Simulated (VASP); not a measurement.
# Sn23O47 (a cell with a defect) in VASP: single point with PBEsol

Aim: the single point of Sn23O47 (a cell with a defect) with PBEsol.

Program: VASP 6.6.1. These are calculated values, not measurements. Logs are shortened: lines on timing, memory, paths and dates and some standing lists are left out, and cuts for length are marked.

## Step 1: The cell of the first run

The cell holds a defect, 70 atoms: a = 9.538 Å, b = 9.538 Å, c = 9.636 Å, α = 90.00°, β = 90.00°, γ = 90.00°.

## Step 2: Single point, PBEsol

Input file INCAR:

```
PREC = Accurate
ENCUT = 520
EDIFF = 1E-6
ISMEAR = -1
SIGMA = 0.05
LREAL = Auto
LASPH = True
NELM = 120
ALGO = Normal
ISIF = 2
LWAVE = False
LCHARG = False
GGA = PS
ISYM = -1
NBANDS = 343
GGA_COMPAT = False
```

Input file KPOINTS:

```
explicit points
1
Reciprocal
  0.25000000   0.25000000   0.25000000 1
```

Input file POSCAR:

```
Sn23O47
1.0
    9.5380920000      0.0000000000      0.0000000000
    0.0000000000      9.5380920000      0.0000000000
    0.0000000000      0.0000000000      9.6363030000
Sn O
23 47
Direct
    0.0054490000      0.0050850000      0.0000970000
    0.0019830000      0.0016390000      0.3338010000
    0.0058640000      0.0055120000      0.6675090000
    0.9987180000      0.4982700000      0.9999870000
    0.9986510000      0.4979400000      0.3336830000
    0.9983130000      0.4978040000      0.6675110000
    0.4986220000      0.9982910000      0.9999920000
    0.4983280000      0.9982630000      0.3336700000
    0.4981420000      0.9979670000      0.6675130000
    0.5005870000      0.5002200000      0.0056500000
    0.5009020000      0.5003980000      0.6607020000
    0.2553330000      0.2549190000      0.1707070000
    0.2559360000      0.2556000000      0.4967410000
    0.2518220000      0.2514880000      0.8339900000
    0.2502950000      0.7458690000      0.1676220000
    0.2504360000      0.7458880000      0.5001140000
    0.2498490000      0.7469880000      0.8337210000
    0.7462100000      0.2499450000      0.1676140000
    0.7462920000      0.2500490000      0.5001090000
    0.7473990000      0.2494920000      0.8337360000
    0.7595280000      0.7591250000      0.1532340000
    0.7604080000      0.7600300000      0.5139150000
    0.7495690000      0.7492080000      0.8333410000
    0.1565700000      0.1563570000      0.0039630000
    0.1524960000      0.1521900000      0.3340740000
    0.1568900000      0.1565490000      0.6634960000
    0.1457070000      0.6556480000      0.9993890000
    0.1467480000      0.6545140000      0.3336500000
    0.1451050000      0.6556960000      0.6682400000
    0.6559620000      0.1453790000      0.9993780000
    0.6546980000      0.1465900000      0.3336620000
    0.6558610000      0.1449410000      0.6682510000
    0.6563260000      0.6562570000      0.0000070000
    0.6565060000      0.6561600000      0.6660240000
    0.3476270000      0.3472270000      0.0004980000
    0.3494260000      0.3489010000      0.3333210000
    0.3477370000      0.3470090000      0.6675450000
    0.3415060000      0.8509460000      0.9997850000
    0.3405460000      0.8513040000      0.3339120000
    0.3409470000      0.8512660000      0.6677650000
    0.8514470000      0.3410320000      0.9997920000
    0.8516870000      0.3401680000      0.3338940000
    0.8516190000      0.3406120000      0.6677670000
    0.8520700000      0.8516290000      0.9924110000
    0.8358910000      0.8354180000      0.3334140000
    0.8524420000      0.8519260000      0.6751070000
    0.0956400000      0.4054310000      0.1666990000
    0.0959320000      0.4056270000      0.5007610000
    0.0980260000      0.4036040000      0.8337500000
    0.0910980000      0.8978890000      0.1678160000
    0.0906800000      0.8975060000      0.4997700000
    0.1014250000      0.9073360000      0.8338410000
    0.6106440000      0.4087720000      0.1578790000
    0.6055350000      0.4038750000      0.5081490000
    0.5983420000      0.4056560000      0.8333630000
    0.5949360000      0.8936920000      0.1691440000
    0.5945690000      0.8932830000      0.4982420000
    0.5943240000      0.8994700000      0.8336690000
    0.4057890000      0.0952660000      0.1666800000
    0.4059380000      0.0954780000      0.5007340000
    0.4038770000      0.0975600000      0.8338070000
    0.4090050000      0.6101860000      0.1579220000
    0.4039850000      0.6050350000      0.5082150000
    0.4059450000      0.5978710000      0.8333070000
    0.8981440000      0.0906490000      0.1678130000
    0.8977790000      0.0902750000      0.4997830000
    0.9076430000      0.1010180000      0.8338290000
    0.8939820000      0.5944710000      0.1691250000
    0.8936050000      0.5941230000      0.4982330000
    0.8997430000      0.5938580000      0.8337110000
```

Potentials or basis: VASP PAW PBE potentials, release 64 (Sn_d, O).

Run with:

```sh
cat potpaw_PBE.64/Sn_d/POTCAR potpaw_PBE.64/O/POTCAR > POTCAR
mpirun -np 1 vasp_std > vasp.out
```

OUTCAR:

```text
PREC = Accurate
   ENCUT = 520
   EDIFF = 1E-6
   ISMEAR = -1
   LREAL = Auto
   LASPH = True
   NELM = 120
   ISIF = 2
   GGA = PS
   ISYM = -1

 ion  position               nearest neighbor table
   1  0.005  0.005  0.000-  24 2.04  52 2.07  67 2.07  44 2.07  50 2.08  65 2.08   3 3.20   2 3.22
                            21 3.63  14 3.69  12 3.75  20 3.75  17 3.75
   2  0.002  0.002  0.334-  25 2.03  51 2.06  50 2.06  65 2.06  66 2.06  45 2.24   1 3.22   3 3.22
                            22 3.69  21 3.70  15 3.76  18 3.76
   3  0.006  0.006  0.668-  26 2.04  67 2.07  52 2.07  46 2.07  51 2.08  66 2.08   1 3.20   2 3.22
                            22 3.63  14 3.69  20 3.75  17 3.75  13 3.75
   4  0.999  0.498  1.000-  27 2.05  47 2.05  41 2.05  49 2.07  70 2.07  68 2.12   6 3.20   5 3.22
                            21 3.68  14 3.73  17 3.73  20 3.73  15 3.73  23 3.74  18 3.74  12 3.75
   5  0.999  0.498  0.334-  47 2.06  28 2.06  48 2.06  42 2.06  68 2.09  69 2.09   4 3.22   6 3.22
                            12 3.72  13 3.72  15 3.73  16 3.73  18 3.74  19 3.74
   6  0.998  0.498  0.668-  43 2.05  48 2.05  29 2.06  49 2.07  70 2.07  69 2.12   4 3.20   5 3.22
                            22 3.69  20 3.73  23 3.73  14 3.73  19 3.74  17 3.74  16 3.74  13 3.75
   7  0.499  0.998  1.000-  59 2.05  30 2.05  38 2.05  61 2.07  58 2.07  56 2.12   9 3.20   8 3.22
                            21 3.68  14 3.73  20 3.73  17 3.73  18 3.73  23 3.74  15 3.74  12 3.75
   8  0.498  0.998  0.334-  59 2.06  31 2.06  60 2.06  39 2.06  56 2.09  57 2.09   7 3.22   9 3.22
                            12 3.72  13 3.72  18 3.73  19 3.73  15 3.74  16 3.74
   9  0.498  0.998  0.668-  40 2.05  60 2.05  32 2.06  61 2.07  58 2.07  57 2.12   7 3.20   8 3.22
                            22 3.69  17 3.73  23 3.73  14 3.73  16 3.74  20 3.74  19 3.74  13 3.75
  10  0.501  0.500  0.006-  53 2.00  62 2.00  35 2.06  33 2.10  55 2.11  64 2.11  11 3.32  12 3.67
                            18 3.69  15 3.69  14 3.74  17 3.74  20 3.74  23 3.75
  11  0.501  0.500  0.661-  54 2.00  63 2.00  37 2.07  34 2.10  55 2.11  64 2.11  10 3.32  13 3.66
[... 58 lines left out ...]
  57  0.595  0.893  0.498-  22 2.03   8 2.09   9 2.12
  58  0.594  0.899  0.834-  23 2.06   9 2.07   7 2.07
  59  0.406  0.095  0.167-   7 2.05   8 2.06  12 2.09
  60  0.406  0.095  0.501-   9 2.05   8 2.06  13 2.09
  61  0.404  0.098  0.834-  14 2.06   7 2.07   9 2.07
  62  0.409  0.610  0.158-  15 1.99  10 2.00
  63  0.404  0.605  0.508-  16 1.99  11 2.00
  64  0.406  0.598  0.833-  17 2.06  10 2.11  11 2.11
  65  0.898  0.091  0.168-   2 2.06   1 2.08  18 2.10
  66  0.898  0.090  0.500-   2 2.06   3 2.08  19 2.10
  67  0.908  0.101  0.834-   1 2.07   3 2.07  20 2.08
  68  0.894  0.594  0.169-  21 2.03   5 2.09   4 2.12
  69  0.894  0.594  0.498-  22 2.03   5 2.09   6 2.12
  70  0.900  0.594  0.834-  23 2.06   6 2.07   4 2.07

IMPORTANT INFORMATION: All symmetrisations will be switched off!
NOSYMM: (Re-)initialisation of all symmetry stuff for point group C_1.

----------------------------------------------------------------------------------------

                                     Primitive cell

[... 200 lines left out ...]
   EFERMI_NEDOS =   21; number of points for ismear=-14 and -15
   IALGO  =     38    algorithm
   IMIX   =      4    mixing-type and parameters
     AMIX     =   0.40;   BMIX     =  1.00
     AMIX_MAG =   1.60;   BMIX_MAG =  1.00
  volume/ion in A,a.u.               =      12.52        84.51
  Fermi-wavevector in a.u.,A,eV,Ry     =   1.445915  2.732382 28.445281  2.090669
  Thomas-Fermi vector in A             =   2.564043
   LORBIT       =      0    0 simple, 1 ext, 2 COOP (PROOUT), +10 PAW based schemes
   GGA     = PS    functional components
   LHFCALC =     F    Hartree Fock is set to
   AEXX    =    0.0000 exact exchange contribution
   IVDW    =     0    specifies the selected vdW correction
   LEPSILON=     F    determine dielectric tensor
   LRPA    =     F    only Hartree local field effects (RPA)
 non-spin polarized calculation
  energy-cutoff  :      520.00
  volume of cell :      876.66
 maximum number of plane-waves:     23594
 NGX is ok and might be reduce to    70
   NGX = 35   NGY = 35   NGZ = 35

 number of electron     604.0000033 magnetization

 Free energy of the ion-electron system (eV)
  ---------------------------------------------------
  ext. energy  EPLUGINS =         0.00000000
  ---------------------------------------------------
  free energy    TOTEN  =      -454.44726601 eV

  energy without entropy =     -454.28107807  energy(sigma->0) =     -454.36417204

 E-fermi :   5.2803     XC(G=0): -11.2007

 val. band max:        5.2289781303   @ k =   0.2500   0.2500   0.2500
 cond. band min:       5.3086977893   @ k =   0.2500   0.2500   0.2500
 fundamental gap:      0.0797196590
 Fermi energy:         5.2803078413

 k-point     1 :       0.2500    0.2500    0.2500
  band No.  band energies     occupation
      1     -16.0885      2.00000
      2     -15.9568      2.00000
      3     -15.9173      2.00000
      4     -15.7922      2.00000
      5     -15.6763      2.00000
      6     -15.5818      2.00000
[... 306 lines left out ...]
    313      10.1132      0.00000
    314      10.2010      0.00000
 [bands above 314 left out]

------------------------ aborting loop because EDIFF is reached ----------------------------------------

  FORCE on cell =-STRESS in cart. coord.  units (eV):
  Direction    XX          YY          ZZ          XY          YZ          ZX
  --------------------------------------------------------------------------------------
  -------------------------------------------------------------------------------------
  Total        2.5446249      2.5895426     10.6338405      3.8947826     -0.0790704     -0.1083258
  in kB        4.6505133      4.7326042     19.4342267      7.1180387     -0.1445077     -0.1979743
  external PRESSURE =       9.6057814 kB  Pullay stress =       0.0000000 kB

 VOLUME and BASIS-vectors are now :
 -----------------------------------------------------------------------------
  energy-cutoff  :      520.00
  volume of cell :      876.66
      direct lattice vectors                 reciprocal lattice vectors
     9.538092000  0.000000000  0.000000000     0.104842771  0.000000000  0.000000000
     0.000000000  9.538092000  0.000000000     0.000000000  0.104842771  0.000000000
     0.000000000  0.000000000  9.636303000     0.000000000  0.000000000  0.103774238

 POSITION                                       TOTAL-FORCE (eV/Angst)
 -----------------------------------------------------------------------------------
      0.05197      0.04850      0.00093        -0.003493     -0.000119     -0.012555
      0.01891      0.01563      3.21661        -0.030185     -0.035014      0.001631
      0.05593      0.05257      6.43232         0.001417     -0.003608      0.022260
      9.52586      4.75255      9.63618        -0.019822     -0.027196      0.007821
      9.52523      4.74940      3.21547         0.003352     -0.025352      0.006493
      9.52200      4.74810      6.43234         0.015664      0.001859     -0.004721
[... 62 lines left out ...]
      8.52329      5.66680      4.80112        -0.005335      0.008628     -0.000503
      8.58183      5.66427      8.03389        -0.004322      0.001318     -0.004151
 -----------------------------------------------------------------------------------
    total drift:                               -0.029836     -0.013398      0.022542

  FREE ENERGIE OF THE ION-ELECTRON SYSTEM (eV)
  ---------------------------------------------------
  free  energy   TOTEN  =      -454.4472660057 eV

  energy  without entropy=     -454.2810780673  energy(sigma->0) =     -454.36417204
```

Wall time 27 min (1 thread of Intel Xeon Platinum 8259CL at 2.50GHz (Skylake/Cascade Lake), shared host); peak memory 0.83 GiB.

Results:

```
Free energy   : -454.4473 eV
Pressure      : 1.0 GPa
Largest force : 0.095 eV/Å
```

Forces in eV/Å, atoms in the order of the input:
```
Sn  -0.003  0.000 -0.013
Sn  -0.030 -0.035  0.002
Sn   0.001 -0.004  0.022
Sn  -0.020 -0.027  0.008
Sn   0.003 -0.025  0.006
Sn   0.016  0.002 -0.005
Sn  -0.020 -0.018  0.004
Sn  -0.024  0.008  0.010
Sn  -0.001  0.016 -0.002
Sn   0.022  0.029 -0.025
Sn  -0.025 -0.005  0.052
Sn   0.008  0.017 -0.001
Sn   0.021  0.013  0.012
Sn   0.019  0.010 -0.020
Sn  -0.019  0.038  0.031
Sn  -0.072  0.043 -0.045
Sn  -0.014  0.023  0.001
Sn   0.033 -0.014  0.028
Sn   0.031 -0.052 -0.042
Sn   0.014 -0.016  0.003
Sn  -0.016 -0.014  0.013
Sn  -0.016 -0.021 -0.025
Sn   0.017  0.026  0.012
O   -0.004 -0.007  0.012
O    0.005  0.006 -0.005
O   -0.010 -0.007 -0.009
O    0.005  0.002  0.011
O   -0.019  0.007 -0.001
O    0.009  0.005 -0.010
O    0.001  0.004  0.013
O    0.012 -0.024 -0.002
O    0.010  0.007 -0.013
O   -0.031 -0.039 -0.007
O   -0.037 -0.036 -0.002
O    0.019  0.020 -0.011
O   -0.006 -0.001  0.002
O    0.014  0.024  0.015
O   -0.008 -0.002 -0.003
O   -0.005  0.009  0.007
O   -0.002 -0.018 -0.013
O   -0.002 -0.005 -0.003
O    0.008 -0.009  0.009
O   -0.016 -0.006 -0.012
O    0.026  0.024 -0.011
O    0.018  0.021  0.001
O    0.019  0.019  0.011
O    0.030 -0.016 -0.017
O    0.013 -0.013  0.012
O    0.007 -0.012 -0.001
O    0.011 -0.019 -0.001
O    0.014 -0.014  0.001
O    0.023 -0.012  0.001
O   -0.022  0.006  0.033
O    0.004  0.039 -0.021
O   -0.006  0.007 -0.008
O    0.010 -0.005  0.003
O    0.008 -0.006 -0.001
O    0.001 -0.002 -0.006
O   -0.013  0.022 -0.017
O   -0.014  0.014  0.010
O   -0.015  0.009  0.000
O    0.009 -0.026  0.032
O    0.058 -0.014 -0.010
O    0.010 -0.009 -0.008
O   -0.017  0.010  0.001
O   -0.014  0.011 -0.002
O   -0.011  0.020  0.000
O   -0.004  0.011  0.000
O   -0.005  0.009 -0.001
O   -0.004  0.001 -0.004
```

Caveat: the PAW data sets were made with another functional, which shifts forces and pressure a little; spin-orbit coupling is left out, which moves the levels of the heavy elements.
